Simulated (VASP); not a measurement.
# Pm (P6_3/mmc) in VASP: a run that goes wrong, beside a sound one

A flawed run on Pm and a sound one for comparison.

Program: VASP 6.6.1. These are calculated values, not measurements. Logs are shortened: lines on timing, memory, paths and dates and some standing lists are left out, and cuts for length are marked.

## (1) The cell of the first run

Symmetry: P6_3/mmc, No. 194, hexagonal system. The conventional cell has a = 3.676 Å, b = 3.676 Å, c = 11.799 Å, α = 90.00°, β = 90.00°, γ = 120.00°. Pm (site symmetry -6m2) has 12 Pm at 3.63 to 3.68 Å within 4.8 Å. Pm (site symmetry -3m) has 12 Pm at 3.63 to 3.68 Å within 4.8 Å.

## (2) A run with an altered input

Contents of INCAR:

```
  ALGO = Normal
  EDIFF = 1E-6
  ENCUT = 450
  GGA = CA
  GGA_COMPAT = F
  ICHARG = 11
  ISIF = 2
  ISMEAR = 1
  ISPIN = 2
  KPAR = 4
  LASPH = T
  LCHARG = F
  LMAXMIX = 6
  LORBIT = 11
  LREAL = F
  LWAVE = F
  MAGMOM = 4 4 4 4
  NELM = 60
  PREC = Accurate
  SIGMA = 0.1
```

Contents of KPOINTS:

```
k-points
0
Gamma
  10 10 3
```

Contents of POSCAR:

```
Pm
1.0
    3.6761810624      0.0000000000      0.0000000000
   -1.8380905312      3.1836661890      0.0000000000
    0.0000000000      0.0000000000     11.7991114600
Pm
4
Direct
    0.6666666667      0.3333333333      0.7500000000
    0.0000000000      0.0000000000      0.5000000000
    0.3333333333      0.6666666667      0.2500000000
    0.0000000000      0.0000000000      0.0000000000
```

Potentials or basis: VASP PAW PBE potentials, release 64 (Pm).

The run is started by

```bash
cat potpaw_PBE.64/Pm/POTCAR > POTCAR
mpirun -np 4 vasp_std > vasp.out
```

OUTCAR:

```text
EDIFF = 1E-6
   ENCUT = 450
   GGA = CA
   ICHARG = 11
   ISIF = 2
   ISMEAR = 1
   ISPIN = 2
   LASPH = T
   LORBIT = 11
   LREAL = F
[... 28 lines left out ...]
   LASPH  =      T    aspherical Exc in radial PAW
   ENCUT  =  450.0 eV  33.07 Ry    5.75 a.u.   6.36  6.36 20.41*2*pi/ulx,y,z
   NELM   =     60;   NELMIN=  2; NELMDL= -5     # of ELM steps
   EDIFF  = 0.1E-05   stopping-criterion for ELM
   LREAL  =      F    real-space projection
   EDIFFG = 0.1E-04   stopping-criterion for IOM
   NSW    =      0    number of steps for IOM
   IBRION =     -1    ionic relax: 0-MD 1-quasi-New 2-CG
   NFREE  =      0    steps in history (QN), initial steepest desc. (CG)
   ISIF   =      2    stress and relaxation
[... 23 lines left out ...]
   IVDW    =     0    specifies the selected vdW correction
   LEPSILON=     F    determine dielectric tensor
   LRPA    =     F    only Hartree local field effects (RPA)

   CSHIFT  =0.1000    complex shift for real part using Kramers Kronig

   OMEGAMAX=  -1.0    maximum frequency
 spin polarized calculation
 Methfessel and Paxton  Order N= 1 SIGMA  =   0.10
  energy-cutoff  :      450.00
  volume of cell :      138.09
 maximum number of plane-waves:      3019
 NGX is ok and might be reduce to    28
```

On the terminal:

```text
POSCAR found type information on POSCAR Pm
 POSCAR found :  1 types and       4 ions
 scaLAPACK will be used
[... 34 lines left out ...]
1
1
1
```

It took 3.9 s on 4 MPI ranks of Intel Xeon Platinum 8259CL at 2.50GHz (Skylake/Cascade Lake), shared host.

The input was rejected before any iteration. What is wrong with the input: restart asked without its files (ICHARG = 11).

## (3) Single point, LDA, collinear spin, ferromagnetic start

INCAR, as its differences from that of step 2:

```diff
@@ -5,3 +5,2 @@
   GGA_COMPAT = F
-  ICHARG = 11
   ISIF = 2
@@ -17,3 +16,3 @@
   MAGMOM = 4 4 4 4
-  NELM = 60
+  NELM = 200
   PREC = Accurate
```

KPOINTS is that of step 2.

POSCAR is that of step 2.

Potentials or basis: VASP PAW PBE potentials, release 64 (Pm).

The run is started by

```bash
cat potpaw_PBE.64/Pm/POTCAR > POTCAR
mpirun -np 4 vasp_std > vasp.out
```

Run time: 14 min. Hardware: 4 MPI ranks of Intel Xeon Platinum 8259CL at 2.50GHz (Skylake/Cascade Lake), shared host; peak memory 0.35 GiB.

It converged, with:

| Property | Result |
| --- | --- |
| Free energy | -31.4613 eV |
| Pressure | -3.9 GPa |
| Net moment | 21.04 μB per cell |
| Site moments | Pm +4.61, +4.63 (each value once) μB |
| Valence electrons inside the program's atomic spheres | Pm 12.41 |

Stress tensor (GPa, compression positive):
```
-3.94  0.00  0.00
 0.00 -3.94  0.00
 0.00  0.00 -3.73
```

Levels at points of the mesh, in eV from the Fermi level:
Spin up:
| k point | band 36 | band 37 | band 38 | band 39 | band 40 | band 41 | band 42 | band 43 | band 44 |
| --- | --- | --- | --- | --- | --- | --- | --- | --- | --- |
| (0.00, 0.00, 0.00) | -0.09 | -0.09 | -0.04 | -0.04 | 0.00 | 0.01 | 0.02 | 0.02 | 0.03 |
| (0.50, 0.00, 0.00) | -0.10 | -0.08 | 0.00 | 0.02 | 0.03 | 0.05 | 0.05 | 0.05 | 0.08 |
Spin down:
```tsv
k point	band 16	band 17	band 18	band 19	band 20	band 21	band 22	band 23	band 24	band 25
(0.00, 0.00, 0.00)	-16.79	-3.31	-1.80	-1.79	-1.08	1.44	1.54	2.15	2.23	2.25
(0.50, 0.00, 0.00)	-16.95	-1.14	-1.11	-0.63	-0.28	0.37	0.50	0.64	1.38	1.71
```

Caveat: the magnetic or orbital state may not be the lowest; the highest band is partly filled, so the run has too few bands; the cell stands under tension; the PAW data sets were made with another functional, which shifts forces and pressure a little; spin-orbit coupling is left out, which moves the levels of the heavy elements; semilocal functionals describe open f shells poorly, which spoils levels, moments and volumes. The state reached can hang on the start; a lower one may exist.
